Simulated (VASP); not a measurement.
Wanted: the native input for a VASP 6.6.1 run.

| Quantity | Value |
| --- | --- |
| Task | single point |
| Functional | r2SCAN |
| Potentials or basis | VASP PAW PBE potentials, release 64 (In_d, Sb) |
| Cutoff | 520 eV |
| k mesh | 11 × 11 × 11 |
| Occupations | fermi-dirac, width 0.1 eV |
| Spin | no spin polarisation |
| Dipole correction | no |
| Further INCAR settings | ALGO = Normal; EDIFF = 1e-06; NBANDS = 16 |

Crystal: InSb (zincblende type).

```
In Sb
1.0
     0.00000    2.82453    2.82453
     2.82453    0.00000    2.82453
     2.82453    2.82453    0.00000
In Sb
1 1
Direct
  0.00000 0.00000 0.00000
  0.25000 0.25000 0.25000
```

One way to write it, as run:

POSCAR

```
InSb
1.0
    0.0000000000      2.8245339176      2.8245339176
    2.8245339176      0.0000000000      2.8245339176
    2.8245339176      2.8245339176      0.0000000000
In Sb
1 1
Direct
    0.0000000000      0.0000000000      0.0000000000
    0.2500000000      0.2500000000      0.2500000000
```

INCAR.step1

```
ALGO = Normal
EDIFF = 1E-4
ENCUT = 520
GGA = PE
ISMEAR = -1
LASPH = True
LCHARG = False
LREAL = False
LWAVE = True
NBANDS = 16
NELM = 100
PREC = Accurate
SIGMA = 0.1
```

INCAR.step2

```
ALGO = Normal
EDIFF = 1E-6
ENCUT = 520
ISIF = 2
ISMEAR = -1
ISTART = 1
LASPH = True
LCHARG = False
LMIXTAU = True
LREAL = False
LWAVE = False
METAGGA = R2SCAN
NBANDS = 16
NELM = 100
PREC = Accurate
SIGMA = 0.1
```

KPOINTS

```
k-points
0
Gamma
  11 11 11
```

Potentials or basis: VASP PAW PBE potentials, release 64 (In_d, Sb).

The run is started by

```console
$ cat potpaw_PBE.64/In_d/POTCAR potpaw_PBE.64/Sb/POTCAR > POTCAR
$ cp INCAR.step1 INCAR
$ mpirun -np 1 vasp_std > vasp.out
$ cp INCAR.step2 INCAR
$ mpirun -np 1 vasp_std > vasp.out
```

Results of the run:

* Pressure: 55.1 GPa
* Band gap on the k mesh: 0.50 eV (least direct gap 2.80 eV)

Caveat: the cell stands under pressure; semilocal functionals underestimate gaps, and a narrow one can read as zero; the PAW data sets were made with another functional, which shifts forces and pressure a little; spin-orbit coupling is left out, which moves the levels of the heavy elements; an odd mesh through Γ misses points on the zone boundary, where band edges can lie.

Wall time 6.1 min on 1 thread of Intel Xeon 8259CL, on a shared host, peak memory 0.2 GiB.
